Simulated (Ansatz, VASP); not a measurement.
## One calculation of SiSn2Ge3, two programs

Contents of INCAR:

```
PREC     = Accurate       # precision mode
ENCUT    = 600            # plane-wave cutoff, eV
EDIFF    = 1E-6           # SCF threshold, eV
ISMEAR   = 0              # smearing method
SIGMA    = 0.1            # smearing width, eV
LREAL    = False          # projectors in reciprocal space
LASPH    = True           # aspherical terms in the spheres
NELM     = 80             # most SCF steps
ALGO     = Normal         # electronic algorithm
ISIF     = 3              # what is computed and relaxed
LWAVE    = False          # write WAVECAR
LCHARG   = False          # write CHGCAR
GGA      = PE             # functional
IBRION   = 2              # ionic algorithm
NSW      = 90             # ionic steps
EDIFFG   = -0.04          # ionic threshold
```

KPOINTS

```
Automatic mesh
0
Gamma
  4 4 4
```

Contents of POSCAR:

```
SiSn2Ge3
1.0
   -2.8156116200      2.8156116200      4.2227181900
    2.8156116200     -2.8156116200      4.2227181900
    2.8156116200      2.8156116200     -4.2227181900
Si Sn Ge
1 2 3
Direct
    0.0000000000      0.0000000000      0.0000000000
    0.2500000000      0.7500000000      0.5000000000
    0.7500000000      0.2500000000      0.5000000000
    0.7954310400      0.7954310400      0.0000000000
    0.2045689600      0.2045689600      0.0000000000
    0.5000000000      0.5000000000      0.0000000000
```

Input for Ansatz:

```yaml
crystal:
  lattice:
    - [-2.81561162, 2.81561162, 4.22271819]
    - [2.81561162, -2.81561162, 4.22271819]
    - [2.81561162, 2.81561162, -4.22271819]
  atoms:
    - { symbol: Si, position: [0.0, 0.0, 0.0] }
    - { symbol: Sn, position: [0.25, 0.75, 0.5] }
    - { symbol: Sn, position: [0.75, 0.25, 0.5] }
    - { symbol: Ge, position: [0.79543104, 0.79543104, 0.0] }
    - { symbol: Ge, position: [0.20456896, 0.20456896, 0.0] }
    - { symbol: Ge, position: [0.5, 0.5, 0.0] }
basis:
  ecutwfc: 420
kpoints:
  mp_grid: { grid: [4, 4, 4] }
hamiltonian:
  xc: pbe
scf:
  occupations: { method: gaussian, width: 0.1 }
  lower_state_search: "off"
output:
  forces: true
  stress: true
  eigenvalues: true
relax:
  adjacent_minimum: "off"
  f_tol: 0.04
  max_steps: 70
  cell: { stress_tol: 0.4 }
```

Alike in both runs: task relaxation of cell and atoms; functional PBE; k mesh 4 × 4 × 4; occupations gaussian, width 0.1 eV; no spin polarisation.

|  | VASP | Ansatz |
| --- | --- | --- |
| version | VASP 6.6.1 | Ansatz 0.2.0 |
| potentials or method | VASP PAW PBE potentials, release 64 (Si, Sn_d, Ge_d), cutoff 600 eV | scalar-relativistic, plane waves, PAW |
| valence electrons in the cell | 74 | 74 |

|  | VASP | Ansatz | Ansatz less VASP |
| --- | --- | --- | --- |
| gap on the k mesh at the Fermi level, each at its own relaxed structure (eV) | none | none | - |
| relaxed volume (Å³/atom) | 26.81 | 27.27 | +0.458 |
| relaxed length of the cell vector where the two differ most in proportion (Å) | 6.430 | 6.436 | +0.0065 |

A gap of «none» marks a metal or a gap that the smearing closes.

The k mesh is coarse, so the values compare programs but aren't converged. Noted on VASP's run: the volume moved by over 15 % at a fixed basis, so the end points are rough.
